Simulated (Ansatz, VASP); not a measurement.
**One calculation of NbAs, two programs**

```
CELL_PARAMETERS angstrom
0.00000 2.59382 2.59382
2.59382 0.00000 2.59382
2.59382 2.59382 0.00000
ATOMIC_POSITIONS crystal
Nb 0.50000 0.50000 0.50000
As 0.00000 0.00000 0.00000
```

Alike in both runs: task single point; functional r2SCAN; k mesh 12 × 12 × 12; occupations gaussian, width 0.05 eV; no spin polarisation.

|  | VASP | Ansatz |
| --- | --- | --- |
| version | VASP 6.6.1 | Ansatz 0.2.0 |
| potentials or method | VASP PAW PBE potentials, release 64 (Nb_sv, As), cutoff 520 eV | scalar-relativistic, plane waves, PAW |
| valence electrons in the cell | 18 | 28 |

```tsv
	VASP	Ansatz	Ansatz less VASP
gap on the k mesh at the Fermi level (eV)	none	none	-
pressure (GPa)	6.8	6.8	+0.02
```

VASP's potentials were made for PBE, not for r2SCAN. A gap of «none» marks a metal or a gap that the smearing closes. VASP's potentials hold 18 valence electrons a cell and Ansatz's 28, so a difference there can come from the potentials and not from the codes.
